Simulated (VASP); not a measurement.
# InGaAs2 (P-4m2) in VASP: a series of runs

InGaAs2 is run at these levels: PBEsol; tasks: single point.

All numbers are computed with VASP 6.6.1; they aren't measurements. Logs are shortened: lines on timing, memory, paths and dates and some standing lists are left out, and cuts for length are marked.

**1. The cell of the first run**

Symmetry: P-4m2, No. 115, tetragonal system. The conventional cell has a = 4.144 Å, b = 4.144 Å, c = 5.904 Å, α = 90.00°, β = 90.00°, γ = 90.00°. Within 3.4 Å of In (site symmetry -4m2) lie 4 As at 2.61 Å. Within 3.3 Å of Ga (site symmetry -4m2) lie 4 As at 2.48 Å. As (site symmetry 2mm) has 2 Ga at 2.48 Å and 2 In at 2.61 Å within 3.3 Å.

**2. Single point, PBEsol**

Contents of INCAR:

```
PREC     = Accurate       # precision mode
ENCUT    = 520            # plane-wave cutoff, eV
EDIFF    = 1E-6           # SCF threshold, eV
ISMEAR   = 0              # smearing method
SIGMA    = 0.15           # smearing width, eV
LREAL    = F              # projectors in reciprocal space
LASPH    = T              # aspherical terms in the spheres
NELM     = 80             # most SCF steps
ALGO     = Normal         # electronic algorithm
ISIF     = 2              # what is computed and relaxed
LWAVE    = F              # write WAVECAR
LCHARG   = T              # write CHGCAR
GGA      = PS             # functional
LELF     = T              # ELF
LVHAR    = T            
NBANDS   = 46             # bands
```

Contents of KPOINTS:

```
regular mesh
0
Gamma
  12 12 4
```

Contents of POSCAR:

```
InGaAs2
1.0
    4.1441162574      0.0000000000      0.0000000000
    0.0000000000      4.1441162574      0.0000000000
    0.0000000000      0.0000000000     11.8079956715
In Ga As
2 2 4
Direct
    0.0000000000      0.0000000000      0.2500000000
    0.0000000000      0.0000000000      0.7500000000
    0.5000000000      0.5000000000      0.5000000000
    0.5000000000      0.5000000000      0.0000000000
    0.5000000000      0.0000000000      0.3848548534
    0.5000000000      0.0000000000      0.8848548534
    0.0000000000      0.5000000000      0.1151451466
    0.0000000000      0.5000000000      0.6151451466
```

Potentials or basis: VASP PAW PBE potentials, release 64 (In_d, Ga_d, As).

Launch:

```bash
$ cat potpaw_PBE.64/In_d/POTCAR potpaw_PBE.64/Ga_d/POTCAR potpaw_PBE.64/As/POTCAR > POTCAR
$ mpirun -np 1 vasp_std > vasp.out
```

OUTCAR:

```text
PREC = Accurate
   ENCUT = 520
   EDIFF = 1E-6
   ISMEAR = 0
   LREAL = F
   LASPH = T
   NELM = 80
   ISIF = 2
   GGA = PS

 ion  position               nearest neighbor table
   1  0.000  0.000  0.250-   5 2.61   7 2.61   7 2.61   5 2.61
   2  0.000  0.000  0.750-   6 2.61   8 2.61   8 2.61   6 2.61
   3  0.500  0.500  0.500-   5 2.48   8 2.48   5 2.48   8 2.48
   4  0.500  0.500  0.000-   6 2.48   7 2.48   6 2.48   7 2.48
   5  0.500  0.000  0.385-   3 2.48   3 2.48   1 2.61   1 2.61
   6  0.500  0.000  0.885-   4 2.48   4 2.48   2 2.61   2 2.61
   7  0.000  0.500  0.115-   4 2.48   4 2.48   1 2.61   1 2.61
   8  0.000  0.500  0.615-   3 2.48   3 2.48   2 2.61   2 2.61

  LATTYP: Found a simple tetragonal cell.
 ALAT       =     4.1441162574
 C/A-ratio  =     2.8493398684

  Lattice vectors:

 A1 = (   4.1441162574,   0.0000000000,   0.0000000000)
 A2 = (   0.0000000000,   4.1441162574,   0.0000000000)
 A3 = (   0.0000000000,   0.0000000000,  11.8079956715)

Analysis of symmetry for initial positions (statically):
=====================================================================
 Subroutine PRICEL returns following result:

  LATTYP: Found a simple tetragonal cell.
 ALAT       =     4.1441162574
 C/A-ratio  =     1.4246699342

  Lattice vectors:

 A1 = (   4.1441162574,   0.0000000000,   0.0000000000)
 A2 = (   0.0000000000,   4.1441162574,   0.0000000000)
 A3 = (   0.0000000000,   0.0000000000,   5.9039978358)

   2 primitive cells build up your supercell.

 Routine SETGRP: Setting up the symmetry group for a
 simple tetragonal supercell.

 Subroutine GETGRP returns: Found  8 space group operations
 (whereof  8 operations were pure point group operations)
 out of a pool of 16 trial point group operations.

The static configuration has the point symmetry D_2d.

Analysis of symmetry for dynamics (positions and initial velocities):
=====================================================================
 Subroutine PRICEL returns following result:

  LATTYP: Found a simple tetragonal cell.
 ALAT       =     4.1441162574
 C/A-ratio  =     1.4246699342

  Lattice vectors:

 A1 = (   4.1441162574,   0.0000000000,   0.0000000000)
 A2 = (   0.0000000000,   4.1441162574,   0.0000000000)
 A3 = (   0.0000000000,   0.0000000000,   5.9039978358)

   2 primitive cells build up your supercell.

 Routine SETGRP: Setting up the symmetry group for a
 simple tetragonal supercell.

 Subroutine GETGRP returns: Found  8 space group operations
 (whereof  8 operations were pure point group operations)
 out of a pool of 16 trial point group operations.

The dynamic configuration has the point symmetry D_2d.

 Subroutine INISYM returns: Found  8 space group operations
 (whereof  8 operations are pure point group operations),
 and found     2 'primitive' translations

----------------------------------------------------------------------------------------

                                     Primitive cell

  volume of cell :     101.3935

  direct lattice vectors                    reciprocal lattice vectors
     4.144116257  0.000000000  0.000000000     0.241305972  0.000000000  0.000000000
     0.000000000  4.144116257  0.000000000     0.000000000  0.241305972  0.000000000
     0.000000000  0.000000000  5.903997836     0.000000000  0.000000000  0.169376756

  length of vectors
     4.144116257  4.144116257  5.903997836     0.241305972  0.241305972  0.169376756

  position of ions in fractional coordinates (direct lattice)
     0.000000000  0.000000000  0.500000000
     0.500000000  0.500000000  0.000000000
     0.500000000  0.000000000  0.769709707
     0.000000000  0.500000000  0.230290293

  ion indices of the primitive-cell ions
   primitive index   ion index
                 1           1
                 2           3
                 3           5
                 4           7

----------------------------------------------------------------------------------------

 KPOINTS: regular mesh

Automatic generation of k-mesh.
 Grid dimensions read from file:
 generate k-points for:   12   12    4

 Generating k-lattice:

  Cartesian coordinates                     Fractional coordinates (reciprocal lattice)
     0.020108831  0.000000000  0.000000000     0.083333333  0.000000000  0.000000000
     0.000000000  0.020108831  0.000000000     0.000000000  0.083333333  0.000000000
     0.000000000  0.000000000  0.021172094     0.000000000  0.000000000  0.250000000

  Length of vectors
     0.020108831  0.020108831  0.021172094

  Shift w.r.t. Gamma in fractional coordinates (k-lattice)
     0.000000000  0.000000000  0.000000000

 Subroutine IBZKPT returns following result:
 ===========================================

 Found     84 irreducible k-points:

 Following reciprocal coordinates:
            Coordinates               Weight
  0.000000  0.000000  0.000000      1.000000
  0.083333  0.000000  0.000000      4.000000
  0.166667  0.000000  0.000000      4.000000
  0.250000  0.000000  0.000000      4.000000
  0.333333  0.000000  0.000000      4.000000
  0.416667  0.000000  0.000000      4.000000
[... 16 lines left out ...]
  0.333333  0.333333  0.000000      4.000000
  0.416667  0.333333  0.000000      8.000000
 [... further k-points ...]
   k-points           NKPTS =     84   k-points in BZ     NKDIM =     84   number of bands    NBANDS=     46
   number of dos      NEDOS =    301   number of ions     NIONS =      8
   total plane-waves  NPLWV =  92160
   dimension x,y,z NGX =    32 NGY =   32 NGZ =   90
   dimension x,y,z NGXF=    64 NGYF=   64 NGZF=  180
   ions per type =               2   2   4
   NGX,Y,Z   is equivalent  to a cutoff of  12.84, 12.84, 12.67 a.u.
   NGXF,Y,Z  is equivalent  to a cutoff of  25.67, 25.67, 25.34 a.u.
 SYSTEM =  unknown system
   PREC   = accura    normal or accurate (medium, high low for compatibility)
   ISTART =      0    job   : 0-new  1-cont  2-samecut
   ICHARG =      2    charge: 1-file 2-atom 10-const
   ISPIN  =      1    spin polarized calculation?
   LNONCOLLINEAR =      F non collinear calculations
   LSORBIT =      F    spin-orbit coupling
   LASPH  =      T    aspherical Exc in radial PAW
   ENCUT  =  520.0 eV  38.22 Ry    6.18 a.u.   7.71  7.71 21.96*2*pi/ulx,y,z
   NELM   =     80;   NELMIN=  2; NELMDL= -5     # of ELM steps
   EDIFF  = 0.1E-05   stopping-criterion for ELM
   LREAL  =      F    real-space projection
   EDIFFG = 0.1E-04   stopping-criterion for IOM
   NSW    =      0    number of steps for IOM
   IBRION =     -1    ionic relax: 0-MD 1-quasi-New 2-CG
   NFREE  =      0    steps in history (QN), initial steepest desc. (CG)
   ISIF   =      2    stress and relaxation
   ISYM   =      2    0-nonsym 1-usesym 2-fastsym
   POTIM  = 0.5000    time-step for ionic-motion
   TEBEG  =    0.0;   TEEND  =   0.0 temperature during run
   PSTRESS=    0.0 pullay stress
   NELECT =      72.0000    total number of electrons
   NUPDOWN=      -1.0000    fix difference up-down
   EMIN   =  10.00;   EMAX   =-10.00  energy-range for DOS
   EFERMI =   0.00;   METHOD = LEGACY
   ISMEAR =     0;   SIGMA  =   0.15  broadening in eV -4-tet -1-fermi 0-gaus
   EFERMI_NEDOS =   21; number of points for ismear=-14 and -15
   IALGO  =     38    algorithm
   IMIX   =      4    mixing-type and parameters
     AMIX     =   0.40;   BMIX     =  1.00
     AMIX_MAG =   1.60;   BMIX_MAG =  1.00
  volume/ion in A,a.u.               =      25.35       171.06
  Fermi-wavevector in a.u.,A,eV,Ry     =   1.159237  2.190641 18.283930  1.343831
  Thomas-Fermi vector in A             =   2.295832
   LORBIT       =      0    0 simple, 1 ext, 2 COOP (PROOUT), +10 PAW based schemes
   GGA     = PS    functional components
   LHFCALC =     F    Hartree Fock is set to
   AEXX    =    0.0000 exact exchange contribution
   IVDW    =     0    specifies the selected vdW correction
   LEPSILON=     F    determine dielectric tensor
   LRPA    =     F    only Hartree local field effects (RPA)
 non-spin polarized calculation
 Gauss-broadening in eV      SIGMA  =   0.15
  energy-cutoff  :      520.00
  volume of cell :      202.79
 maximum number of plane-waves:      5492
 NGX is ok and might be reduce to    32

 number of electron      71.9999971 magnetization

 Free energy of the ion-electron system (eV)
  ---------------------------------------------------
  ext. energy  EPLUGINS =         0.00000000
  ---------------------------------------------------
  free energy    TOTEN  =       -35.00801080 eV

  energy without entropy =      -35.00733215  energy(sigma->0) =      -35.00767147

 E-fermi :   4.1825     XC(G=0):  -9.4730

 val. band max:        4.0795614732   @ k =   0.0000   0.0000   0.0000
 cond. band min:       4.6198004903   @ k =   0.5000   0.0000   0.0000
 fundamental gap:      0.5402390171
 Fermi energy:         4.1825134102

 k-point     1 :       0.0000    0.0000    0.0000
  band No.  band energies     occupation
      1     -10.8111      2.00000
      2     -10.8054      2.00000
      3     -10.7393      2.00000
      4     -10.7393      2.00000
      5     -10.7379      2.00000
      6     -10.7379      2.00000
[... 38 lines left out ...]
     45       7.8306      0.00000
     46       7.8554      0.00000

 k-point     2 :       0.0833    0.0000    0.0000
  band No.  band energies     occupation
      1     -10.8098      2.00000
      2     -10.8045      2.00000
      3     -10.7417      2.00000
      4     -10.7406      2.00000
      5     -10.7391      2.00000
      6     -10.7379      2.00000
[... 38 lines left out ...]
     45       7.8794      0.00000
     46       8.0792      0.00000

 k-point     3 :       0.1667    0.0000    0.0000
  band No.  band energies     occupation
      1     -10.8062      2.00000
      2     -10.8020      2.00000
      3     -10.7479      2.00000
      4     -10.7475      2.00000
      5     -10.7386      2.00000
      6     -10.7378      2.00000
[... 38 lines left out ...]
     45       8.0246      0.00000
     46       8.6278      0.00000

 k-point     4 :       0.2500    0.0000    0.0000
  band No.  band energies     occupation
      1     -10.8014      2.00000
      2     -10.7990      2.00000
      3     -10.7565      2.00000
      4     -10.7562      2.00000
      5     -10.7379      2.00000
      6     -10.7376      2.00000
[... 920 lines left out ...]
     45       9.5460      0.00000
     46       9.7105      0.00000

 k-point    23 :       0.3333    0.3333    0.0000
  band No.  band energies     occupation
      1     -10.7966      2.00000
      2     -10.7942      2.00000
      3     -10.7858      2.00000
      4     -10.7823      2.00000
      5     -10.7252      2.00000
      6     -10.7248      2.00000
[... 38 lines left out ...]
     45       9.2379      0.00000
     46       9.2696      0.00000

 k-point    24 :       0.4167    0.3333    0.0000
  band No.  band energies     occupation
      1     -10.7975      2.00000
      2     -10.7943      2.00000
      3     -10.7910      2.00000
      4     -10.7869      2.00000
      5     -10.7216      2.00000
      6     -10.7212      2.00000
[... 38 lines left out ...]
     45       9.4319      0.00000
     46       9.6399      0.00000

 [... further k-points ...]

------------------------ aborting loop because EDIFF is reached ----------------------------------------

  FORCE on cell =-STRESS in cart. coord.  units (eV):
  Direction    XX          YY          ZZ          XY          YZ          ZX
  --------------------------------------------------------------------------------------
  -------------------------------------------------------------------------------------
  Total        0.1102563      0.1102563      0.1430873      0.0000000      0.0000000      0.0000000
  in kB        0.8711118      0.8711118      1.1305030      0.0000000      0.0000000      0.0000000
  external PRESSURE =       0.9575755 kB  Pullay stress =       0.0000000 kB

 VOLUME and BASIS-vectors are now :
 -----------------------------------------------------------------------------
  energy-cutoff  :      520.00
  volume of cell :      202.79
      direct lattice vectors                 reciprocal lattice vectors
     4.144116257  0.000000000  0.000000000     0.241305972  0.000000000  0.000000000
     0.000000000  4.144116257  0.000000000     0.000000000  0.241305972  0.000000000
     0.000000000  0.000000000 11.807995672     0.000000000  0.000000000  0.084688378

 POSITION                                       TOTAL-FORCE (eV/Angst)
 -----------------------------------------------------------------------------------
      0.00000      0.00000      2.95200        -0.000000      0.000000      0.000000
      0.00000      0.00000      8.85600        -0.000000      0.000000      0.000000
      2.07206      2.07206      5.90400        -0.000000     -0.000000      0.000000
      2.07206      2.07206      0.00000        -0.000000     -0.000000      0.000000
      2.07206      0.00000      4.54436         0.000000      0.000000      0.000888
      2.07206      0.00000     10.44836         0.000000      0.000000      0.000888
      0.00000      2.07206      1.35963        -0.000000      0.000000     -0.000888
      0.00000      2.07206      7.26363        -0.000000      0.000000     -0.000888
 -----------------------------------------------------------------------------------
    total drift:                                0.000000     -0.000000     -0.000000

  FREE ENERGIE OF THE ION-ELECTRON SYSTEM (eV)
  ---------------------------------------------------
  free  energy   TOTEN  =       -35.0080108027 eV

  energy  without entropy=      -35.0073321456  energy(sigma->0) =      -35.00767147
```

Wall time 4.8 min (1 thread of Intel Xeon 6975P-C (Granite Rapids), shared host); peak memory 0.76 GiB.

Results:

| Item | Value |
| --- | --- |
| Free energy | -35.0080 eV |
| Pressure | 0.1 GPa |
| Band gap on the k mesh | zero (filled and empty bands touch) |

Caveat: semilocal functionals underestimate gaps, so a narrow gap can read as zero; the PAW data sets were made with another functional, which shifts forces and pressure a little; spin-orbit coupling is left out, which moves the levels of the heavy elements.

**3. Single point, PBEsol**

This run uses another cell than the first one: it holds 4 atoms, not 8.

Contents of INCAR:

```
PREC = Accurate ; ENCUT = 520
EDIFF = 1E-6 ; ISMEAR = 0
SIGMA = 0.1 ; LREAL = F
LASPH = T ; NELM = 60
ALGO = Normal ; ISIF = 2
LWAVE = F ; LCHARG = F
GGA = PS ; NBANDS = 26
```

Contents of KPOINTS:

```
Automatic mesh
0
Gamma
  12 12 10
```

Contents of POSCAR:

```
InGaAs2
1.0
    4.1441162563      0.0000000000      0.0000000000
    0.0000000000      4.1441162563      0.0000000000
    0.0000000000      0.0000000000      5.9039978377
In Ga As
1 1 2
Direct
    0.0000000000      0.0000000000      0.5000000000
    0.5000000000      0.5000000000      0.0000000000
    0.5000000000      0.0000000000      0.7697097069
    0.0000000000      0.5000000000      0.2302902931
```

Potentials or basis: VASP PAW PBE potentials, release 64 (In_d, Ga_d, As).

Launch:

```bash
$ cat potpaw_PBE.64/In_d/POTCAR potpaw_PBE.64/Ga_d/POTCAR potpaw_PBE.64/As/POTCAR > POTCAR
$ mpirun -np 1 vasp_std > vasp.out
```

OUTCAR:

```text
PREC = Accurate
   ENCUT = 520
   EDIFF = 1E-6
   ISMEAR = 0
   LREAL = F
   LASPH = T
   NELM = 60
   ISIF = 2
   GGA = PS

 ion  position               nearest neighbor table
   1  0.000  0.000  0.500-   3 2.61   4 2.61   4 2.61   3 2.61
   2  0.500  0.500  0.000-   3 2.48   4 2.48   3 2.48   4 2.48
   3  0.500  0.000  0.770-   2 2.48   2 2.48   1 2.61   1 2.61
   4  0.000  0.500  0.230-   2 2.48   2 2.48   1 2.61   1 2.61

  LATTYP: Found a simple tetragonal cell.
[... 896 lines left out ...]
  Direction    XX          YY          ZZ          XY          YZ          ZX
  --------------------------------------------------------------------------------------
  -------------------------------------------------------------------------------------
  Total        0.0543307      0.0543307      0.0686130      0.0000000      0.0000000      0.0000000
  in kB        0.8585117      0.8585117      1.0841941      0.0000000      0.0000000      0.0000000
  external PRESSURE =       0.9337392 kB  Pullay stress =       0.0000000 kB

 VOLUME and BASIS-vectors are now :
 -----------------------------------------------------------------------------
  energy-cutoff  :      520.00
  volume of cell :      101.39
      direct lattice vectors                 reciprocal lattice vectors
     4.144116256  0.000000000  0.000000000     0.241305972  0.000000000  0.000000000
     0.000000000  4.144116256  0.000000000     0.000000000  0.241305972  0.000000000
     0.000000000  0.000000000  5.903997838     0.000000000  0.000000000  0.169376756

 POSITION                                       TOTAL-FORCE (eV/Angst)
 -----------------------------------------------------------------------------------
      0.00000      0.00000      2.95200         0.000000     -0.000000      0.000000
      2.07206      2.07206      0.00000         0.000000      0.000000      0.000000
      2.07206      0.00000      4.54436        -0.000000     -0.000000      0.000615
      0.00000      2.07206      1.35963         0.000000     -0.000000     -0.000615
 -----------------------------------------------------------------------------------
    total drift:                                0.000000     -0.000000     -0.000000

  FREE ENERGIE OF THE ION-ELECTRON SYSTEM (eV)
  ---------------------------------------------------
  free  energy   TOTEN  =       -17.5038709563 eV

  energy  without entropy=      -17.5037052560  energy(sigma->0) =      -17.50378811
```

stdout:

```text
POSCAR found type information on POSCAR InGaAs
 POSCAR found :  3 types and       4 ions
 scaLAPACK will be used
 -----------------------------------------------------------------------------
|                                                                             |
|                                                                             |
|     You enforced a specific xc type in the INCAR file but a different       |
|     I HOPE YOU KNOW WHAT YOU ARE DOING!                                     |
|                                                                             |
 -----------------------------------------------------------------------------

 LDA part: xc-table for (Slater+PW92), standard interpolation
 POSCAR, INCAR and KPOINTS ok, starting setup
 FFT: planning ... GRIDC
 FFT: planning ... GRID_SOFT
 FFT: planning ... GRID
 WAVECAR not read
 entering main loop
```

Wall time 4 min (1 thread of Intel Xeon Platinum 8488C (Sapphire Rapids), shared host); peak memory 0.56 GiB.

Results:

| Quantity | Value |
| --- | --- |
| Free energy | -17.5039 eV |
| Pressure | 0.1 GPa |
| Band gap on the k mesh | zero (filled and empty bands touch) |

Caveat: semilocal functionals underestimate gaps, so a narrow gap can read as zero; the PAW data sets were made with another functional, which shifts forces and pressure a little; spin-orbit coupling is left out, which moves the levels of the heavy elements.
